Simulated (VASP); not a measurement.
Write the native input for VASP 6.6.1 that does the following.

* Task: single point
* Functional: r2SCAN
* Potentials or basis: VASP PAW PBE potentials, release 64 (Ge_d)
* Cutoff: 550 eV
* k mesh: 9 × 9 × 6
* Occupations: gaussian, width 0.01 eV
* Spin: no spin polarisation
* Dipole correction: no
* Further INCAR settings: ALGO = Normal; EDIFF = 1e-06; NBANDS = 36

The system is Ge.

```
CELL_PARAMETERS angstrom
4.00073 0.00000 0.00000
-2.00036 3.46473 0.00000
0.00000 0.00000 6.53545
ATOMIC_POSITIONS crystal
Ge 0.33333 0.66667 0.99930
Ge 0.66667 0.33333 0.49930
Ge 0.33333 0.66667 0.37470
Ge 0.66667 0.33333 0.87470
```

This cell differs from its parent crystal: strained cell.

These files were run (other wordings do the same):

POSCAR

```
Ge
1.0
    4.0007293912      0.0000000000      0.0000000000
   -2.0003646956      3.4647332864      0.0000000000
    0.0000000000      0.0000000000      6.5354472086
Ge
4
Direct
    0.3333333333      0.6666666667     -0.0007028737
    0.6666666667      0.3333333333      0.4992971263
    0.3333333333      0.6666666667      0.3747028737
    0.6666666667      0.3333333333      0.8747028737
```

INCAR.step1

```
SYSTEM = Ge
ALGO     = Normal         ! electronic algorithm
EDIFF    = 1E-5           ! SCF threshold, eV
ENCUT    = 550            ! plane-wave cutoff, eV
GGA      = PE             ! functional
GGA_COMPAT= .False.      
ISMEAR   = 0              ! smearing method
LASPH    = .True.         ! aspherical terms in the spheres
LCHARG   = .False.        ! write CHGCAR
LREAL    = .False.        ! projectors in reciprocal space
LWAVE    = .True.         ! write WAVECAR
NBANDS   = 36             ! bands
NELM     = 120            ! most SCF steps
PREC     = Accurate       ! precision mode
SIGMA    = 0.01           ! smearing width, eV
```

INCAR.step2

```
SYSTEM = Ge
ALGO     = Normal         ! electronic algorithm
EDIFF    = 1E-6           ! SCF threshold, eV
ENCUT    = 550            ! plane-wave cutoff, eV
GGA_COMPAT= .False.      
ISIF     = 2              ! what is computed and relaxed
ISMEAR   = 0              ! smearing method
ISTART   = 1            
LASPH    = .True.         ! aspherical terms in the spheres
LCHARG   = .False.        ! write CHGCAR
LMIXTAU  = .True.       
LREAL    = .False.        ! projectors in reciprocal space
LWAVE    = .False.        ! write WAVECAR
METAGGA  = R2SCAN         ! meta-GGA
NBANDS   = 36             ! bands
NELM     = 120            ! most SCF steps
PREC     = Accurate       ! precision mode
SIGMA    = 0.01           ! smearing width, eV
```

KPOINTS

```
k-points
0
Gamma
  9 9 6
  0 0 0
```

Potentials or basis: VASP PAW PBE potentials, release 64 (Ge_d).

Launch:

```bash
$ cat potpaw_PBE.64/Ge_d/POTCAR > POTCAR
$ cp INCAR.step1 INCAR
$ mpirun -np 1 vasp_std > vasp.out
$ cp INCAR.step2 INCAR
$ mpirun -np 1 vasp_std > vasp.out
```

Results of the run:

```yaml
Pressure: 0.6 GPa
Band_gap_on_the_k_mesh: zero (filled and empty bands touch)
```

Caveat: the cell differs from its parent crystal (strained cell); semilocal functionals underestimate gaps, and a narrow one can read as zero; the PAW data sets were made with another functional, which shifts forces and pressure a little.

Run time: 12 min on 1 thread of Oxide Virtual Turin-like Processor, on a shared host, peak memory 0.26 GiB.
